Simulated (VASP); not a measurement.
# SiC (P6_3mc) in VASP: a series of runs

Aim: see how the results for SiC move with the level of theory and the settings. Levels: PBE, r2SCAN. Tasks: single point.

All numbers are computed with VASP 6.6.1; they aren't measurements. Logs are shortened: lines on timing, memory, paths and dates and some standing lists are left out, and cuts for length are marked.

### Step 1. The cell of the first run

The structure is hexagonal, space group P6_3mc (No. 186). Conventional cell: a = 3.198 Å, b = 3.198 Å, c = 5.017 Å, α = 90.00°, β = 90.00°, γ = 120.00°. Si (site symmetry 3m) has 4 C at 1.90 to 1.94 Å within 2.5 Å. C (site symmetry 3m) has 4 Si at 1.90 to 1.94 Å within 2.5 Å.

### Step 2. Single point, PBE (epitaxial xy strain +4.0%)

INCAR

```
SYSTEM = SiC
ALGO = Normal
EDIFF = 1E-6
ENCUT = 520
GGA = PE
ISIF = 2
ISMEAR = -1
LASPH = .True.
LCHARG = .True.
LELF = .True.
LREAL = .False.
LVHAR = .True.
LWAVE = .False.
NBANDS = 16
NELM = 60
PREC = Accurate
SIGMA = 0.02
```

KPOINTS

```
k-points
0
Gamma
  12 12 6
  0 0 0
```

POSCAR

```
SiC
1.0
    3.1983704930      0.0000000000      0.0000000000
   -1.5991852465      2.7698700976      0.0000000000
    0.0000000000      0.0000000000      5.0174184209
Si C
2 2
Direct
    0.3333333333      0.6666666667     -0.0022074567
    0.6666666667      0.3333333333      0.4977925433
    0.3333333333      0.6666666667      0.3772074567
    0.6666666667      0.3333333333      0.8772074567
```

Potentials or basis: VASP PAW PBE potentials, release 64 (Si, C).

The run is started by

```console
cat potpaw_PBE.64/Si/POTCAR potpaw_PBE.64/C/POTCAR > POTCAR
mpirun -np 1 vasp_std > vasp.out
```

OUTCAR:

```text
SYSTEM = SiC
   EDIFF = 1E-6
   ENCUT = 520
   GGA = PE
   ISIF = 2
   ISMEAR = -1
   LASPH = .True.
   LREAL = .False.
   NELM = 60
   PREC = Accurate

 ion  position               nearest neighbor table
   1  0.333  0.667  0.998-   3 1.90   4 1.94   4 1.94   4 1.94   2 3.12   2 3.12   2 3.12   2 3.12
                             2 3.12   2 3.12
   2  0.667  0.333  0.498-   4 1.90   3 1.94   3 1.94   3 1.94   1 3.12   1 3.12   1 3.12   1 3.12
                             1 3.12   1 3.12
   3  0.333  0.667  0.377-   1 1.90   2 1.94   2 1.94   2 1.94
   4  0.667  0.333  0.877-   2 1.90   1 1.94   1 1.94   1 1.94

  LATTYP: Found a hexagonal cell.
 ALAT       =     3.1983704930
 C/A-ratio  =     1.5687420929

  Lattice vectors:

 A1 = (   3.1983704930,   0.0000000000,   0.0000000000)
 A2 = (  -1.5991852465,   2.7698700976,   0.0000000000)
 A3 = (   0.0000000000,   0.0000000000,   5.0174184209)

Analysis of symmetry for initial positions (statically):
=====================================================================
 Subroutine PRICEL returns:
 Original cell was already a primitive cell.

 Routine SETGRP: Setting up the symmetry group for a
 hexagonal supercell.

 Subroutine GETGRP returns: Found 12 space group operations
 (whereof  6 operations were pure point group operations)
 out of a pool of 24 trial point group operations.

The static configuration has the point symmetry C_3v.
 The point group associated with its full space group is C_6v.

Analysis of symmetry for dynamics (positions and initial velocities):
=====================================================================
 Subroutine PRICEL returns:
 Original cell was already a primitive cell.

 Routine SETGRP: Setting up the symmetry group for a
 hexagonal supercell.

 Subroutine GETGRP returns: Found 12 space group operations
 (whereof  6 operations were pure point group operations)
 out of a pool of 24 trial point group operations.

The dynamic configuration has the point symmetry C_3v.
 The point group associated with its full space group is C_6v.

 Subroutine INISYM returns: Found 12 space group operations
 (whereof  6 operations are pure point group operations),
 and found     1 'primitive' translations

----------------------------------------------------------------------------------------

                                     Primitive cell

  volume of cell :      44.4497

  direct lattice vectors                    reciprocal lattice vectors
     3.198370493  0.000000000  0.000000000     0.312659213  0.180513881  0.000000000
    -1.599185247  2.769870098  0.000000000     0.000000000  0.361027761  0.000000000
     0.000000000  0.000000000  5.017418421     0.000000000  0.000000000  0.199305682

  length of vectors
     3.198370493  3.198370493  5.017418421     0.361027761  0.361027761  0.199305682

  position of ions in fractional coordinates (direct lattice)
     0.333333333  0.666666667  0.997792543
     0.666666667  0.333333333  0.497792543
     0.333333333  0.666666667  0.377207457
     0.666666667  0.333333333  0.877207457

  ion indices of the primitive-cell ions
   primitive index   ion index
                 1           1
                 2           2
                 3           3
                 4           4

----------------------------------------------------------------------------------------

 KPOINTS: k-points

Automatic generation of k-mesh.
 Grid dimensions read from file:
 generate k-points for:   12   12    6

 Generating k-lattice:

  Cartesian coordinates                     Fractional coordinates (reciprocal lattice)
     0.026054934  0.015042823  0.000000000     0.083333333  0.000000000  0.000000000
     0.000000000  0.030085647  0.000000000     0.000000000  0.083333333  0.000000000
     0.000000000  0.000000000  0.033217614     0.000000000  0.000000000  0.166666667

  Length of vectors
     0.030085647  0.030085647  0.033217614

  Shift w.r.t. Gamma in fractional coordinates (k-lattice)
     0.000000000  0.000000000  0.000000000

 Subroutine IBZKPT returns following result:
 ===========================================

 Found     76 irreducible k-points:

 Following reciprocal coordinates:
            Coordinates               Weight
  0.000000  0.000000  0.000000      1.000000
  0.083333 -0.000000  0.000000      6.000000
  0.166667  0.000000  0.000000      6.000000
  0.250000  0.000000  0.000000      6.000000
  0.333333 -0.000000  0.000000      6.000000
  0.416667  0.000000  0.000000      6.000000
[... 16 lines left out ...]
  0.250000  0.000000  0.166667     12.000000
  0.333333 -0.000000  0.166667     12.000000
 [... further k-points ...]
   k-points           NKPTS =     76   k-points in BZ     NKDIM =     76   number of bands    NBANDS=     16
   number of dos      NEDOS =    301   number of ions     NIONS =      4
   total plane-waves  NPLWV =  23040
   dimension x,y,z NGX =    24 NGY =   24 NGZ =   40
   dimension x,y,z NGXF=    48 NGYF=   48 NGZF=   80
   ions per type =               2   2
   NGX,Y,Z   is equivalent  to a cutoff of  12.47, 12.47, 13.25 a.u.
   NGXF,Y,Z  is equivalent  to a cutoff of  24.95, 24.95, 26.51 a.u.
 SYSTEM =  SiC
   PREC   = accura    normal or accurate (medium, high low for compatibility)
   ISTART =      0    job   : 0-new  1-cont  2-samecut
   ICHARG =      2    charge: 1-file 2-atom 10-const
   ISPIN  =      1    spin polarized calculation?
   LNONCOLLINEAR =      F non collinear calculations
   LSORBIT =      F    spin-orbit coupling
   LASPH  =      T    aspherical Exc in radial PAW
   ENCUT  =  520.0 eV  38.22 Ry    6.18 a.u.   5.95  5.95  9.33*2*pi/ulx,y,z
   NELM   =     60;   NELMIN=  2; NELMDL= -5     # of ELM steps
   EDIFF  = 0.1E-05   stopping-criterion for ELM
   LREAL  =      F    real-space projection
   EDIFFG = 0.1E-04   stopping-criterion for IOM
   NSW    =      0    number of steps for IOM
   IBRION =     -1    ionic relax: 0-MD 1-quasi-New 2-CG
   NFREE  =      0    steps in history (QN), initial steepest desc. (CG)
   ISIF   =      2    stress and relaxation
   ISYM   =      2    0-nonsym 1-usesym 2-fastsym
   POTIM  = 0.5000    time-step for ionic-motion
   TEBEG  =    0.0;   TEEND  =   0.0 temperature during run
   PSTRESS=    0.0 pullay stress
   NELECT =      16.0000    total number of electrons
   NUPDOWN=      -1.0000    fix difference up-down
   EMIN   =  10.00;   EMAX   =-10.00  energy-range for DOS
   EFERMI =   0.00;   METHOD = LEGACY
   ISMEAR =    -1;   SIGMA  =   0.02  broadening in eV -4-tet -1-fermi 0-gaus
   EFERMI_NEDOS =   21; number of points for ismear=-14 and -15
   IALGO  =     38    algorithm
   IMIX   =      4    mixing-type and parameters
     AMIX     =   0.40;   BMIX     =  1.00
     AMIX_MAG =   1.60;   BMIX_MAG =  1.00
  volume/ion in A,a.u.               =      11.11        74.99
  Fermi-wavevector in a.u.,A,eV,Ry     =   1.164551  2.200683 18.451949  1.356180
  Thomas-Fermi vector in A             =   2.301088
   LORBIT       =      0    0 simple, 1 ext, 2 COOP (PROOUT), +10 PAW based schemes
   GGA     = PE    functional components
   LHFCALC =     F    Hartree Fock is set to
   AEXX    =    0.0000 exact exchange contribution
   IVDW    =     0    specifies the selected vdW correction
   LEPSILON=     F    determine dielectric tensor
   LRPA    =     F    only Hartree local field effects (RPA)
 non-spin polarized calculation
  energy-cutoff  :      520.00
  volume of cell :       44.45
 maximum number of plane-waves:      1224
 NGX is ok and might be reduce to    24
   NGX = 11   NGY = 11   NGZ = 19

 number of electron      16.0000001 magnetization

 Free energy of the ion-electron system (eV)
  ---------------------------------------------------
  ext. energy  EPLUGINS =         0.00000000
  ---------------------------------------------------
  free energy    TOTEN  =       -29.94012985 eV

  energy without entropy =      -29.94012985  energy(sigma->0) =      -29.94012985

 E-fermi :   7.9527     XC(G=0): -11.0346

 val. band max:        7.5800764480   @ k =   0.0000   0.0000   0.0000
 cond. band min:       9.7827315261   @ k =   0.5000   0.0000   0.0000
 fundamental gap:      2.2026550781
 Fermi energy:         7.9527287570

 k-point     1 :       0.0000    0.0000    0.0000
  band No.  band energies     occupation
      1      -7.5470      2.00000
      2      -3.9071      2.00000
      3      -0.7139      2.00000
      4       5.8971      2.00000
      5       5.8971      2.00000
      6       7.3917      2.00000
[... 8 lines left out ...]
     15      15.8248      0.00000
     16      18.4089      0.00000

 k-point     2 :       0.0833   -0.0000    0.0000
  band No.  band energies     occupation
      1      -7.4373      2.00000
      2      -3.8169      2.00000
      3      -0.6172      2.00000
      4       5.2334      2.00000
      5       5.7061      2.00000
      6       6.9310      2.00000
[... 8 lines left out ...]
     15      16.1161      0.00000
     16      17.5101      0.00000

 k-point     3 :       0.1667    0.0000    0.0000
  band No.  band energies     occupation
      1      -7.1114      2.00000
      2      -3.5570      2.00000
      3      -0.3393      2.00000
      4       3.8443      2.00000
      5       5.2698      2.00000
      6       5.8657      2.00000
[... 8 lines left out ...]
     15      16.7105      0.00000
     16      16.7892      0.00000

 k-point     4 :       0.2500    0.0000    0.0000
  band No.  band energies     occupation
      1      -6.5807      2.00000
      2      -3.1715      2.00000
      3       0.0551      2.00000
      4       2.4067      2.00000
      5       4.5769      2.00000
      6       4.7932      2.00000
[... 8 lines left out ...]
     15      16.9798      0.00000
     16      17.5877      0.00000

 k-point     5 :       0.3333   -0.0000    0.0000
  band No.  band energies     occupation
      1      -5.8736      2.00000
      2      -2.8007      2.00000
      3       0.2138      2.00000
      4       1.5878      2.00000
      5       3.2861      2.00000
      6       4.3980      2.00000
[... 8 lines left out ...]
     15      17.8495      0.00000
     16      18.8093      0.00000

 k-point     6 :       0.4167    0.0000    0.0000
  band No.  band energies     occupation
      1      -5.0755      2.00000
      2      -2.8035      2.00000
      3      -0.0332      2.00000
      4       1.8476      2.00000
      5       2.2160      2.00000
      6       4.1433      2.00000
[... 8 lines left out ...]
     15      18.3329      0.00000
     16      18.9665      0.00000
[... 267 lines left out ...]
 k-point    21 :       0.0833   -0.0000    0.1667
  band No.  band energies     occupation
      1      -7.3000      2.00000
      2      -4.3743      2.00000
      3       0.1466      2.00000
      4       5.3354      2.00000
      5       5.7949      2.00000
      6       6.5138      2.00000
[... 8 lines left out ...]
     15      15.8008      0.00000
     16      17.9454      0.00000

 k-point    22 :       0.1667    0.0000    0.1667
  band No.  band energies     occupation
      1      -6.9753      2.00000
      2      -4.0942      2.00000
      3       0.3754      2.00000
      4       3.9866      2.00000
      5       5.3668      2.00000
      6       5.4626      2.00000
[... 8 lines left out ...]
     15      16.5750      0.00000
     16      17.4398      0.00000

 k-point    23 :       0.2500    0.0000    0.1667
  band No.  band energies     occupation
      1      -6.4469      2.00000
      2      -3.6630      2.00000
      3       0.6023      2.00000
      4       2.6699      2.00000
      5       4.1507      2.00000
      6       4.8966      2.00000
[... 8 lines left out ...]
     15      17.5403      0.00000
     16      17.7493      0.00000

 k-point    24 :       0.3333   -0.0000    0.1667
  band No.  band energies     occupation
      1      -5.7441      2.00000
      2      -3.1823      2.00000
      3       0.2675      2.00000
      4       2.1989      2.00000
      5       2.8498      2.00000
      6       4.5052      2.00000
[... 8 lines left out ...]
     15      18.3707      0.00000
     16      18.7269      0.00000

 [... further k-points ...]

------------------------ aborting loop because EDIFF is reached ----------------------------------------

  FORCE on cell =-STRESS in cart. coord.  units (eV):
  Direction    XX          YY          ZZ          XY          YZ          ZX
  --------------------------------------------------------------------------------------
  -------------------------------------------------------------------------------------
  Total       -4.8079529     -4.8079529      0.7726705      0.0000000      0.0000000      0.0000000
  in kB     -173.3014886   -173.3014886     27.8507207      0.0000000      0.0000000      0.0000000
  external PRESSURE =    -106.2507521 kB  Pullay stress =       0.0000000 kB

 VOLUME and BASIS-vectors are now :
 -----------------------------------------------------------------------------
  energy-cutoff  :      520.00
  volume of cell :       44.45
      direct lattice vectors                 reciprocal lattice vectors
     3.198370493  0.000000000  0.000000000     0.312659213  0.180513881  0.000000000
    -1.599185247  2.769870098  0.000000000     0.000000000  0.361027761  0.000000000
     0.000000000  0.000000000  5.017418421     0.000000000  0.000000000  0.199305682

 POSITION                                       TOTAL-FORCE (eV/Angst)
 -----------------------------------------------------------------------------------
     -0.00000      1.84658      5.00634         0.000000     -0.000000     -0.047919
      1.59919      0.92329      2.49763        -0.000000      0.000000     -0.047919
     -0.00000      1.84658      1.89261         0.000000     -0.000000      0.047919
      1.59919      0.92329      4.40132        -0.000000      0.000000      0.047919
 -----------------------------------------------------------------------------------
    total drift:                                0.000000      0.000000     -0.000160

  FREE ENERGIE OF THE ION-ELECTRON SYSTEM (eV)
  ---------------------------------------------------
  free  energy   TOTEN  =       -29.9401298550 eV

  energy  without entropy=      -29.9401298550  energy(sigma->0) =      -29.94012985
```

It took 15 s on 1 thread of Intel Xeon 6975P-C (Granite Rapids), shared host; peak memory 0.18 GiB.

What came out:

```
Free energy            : -29.9401 eV
Pressure               : -10.6 GPa
Largest force          : 0.048 eV/Å
Band gap on the k mesh : 2.20 eV, indirect (least direct gap 3.40 eV)
```

Forces in eV/Å, atoms in the order of the input:
```
Si   0.000  0.000 -0.048
Si   0.000  0.000 -0.048
C    0.000  0.000  0.048
C    0.000  0.000  0.048
```

Caveat: the cell differs from its parent crystal (epitaxial xy strain +4.0%).

(Continued in part 2 of 2.)
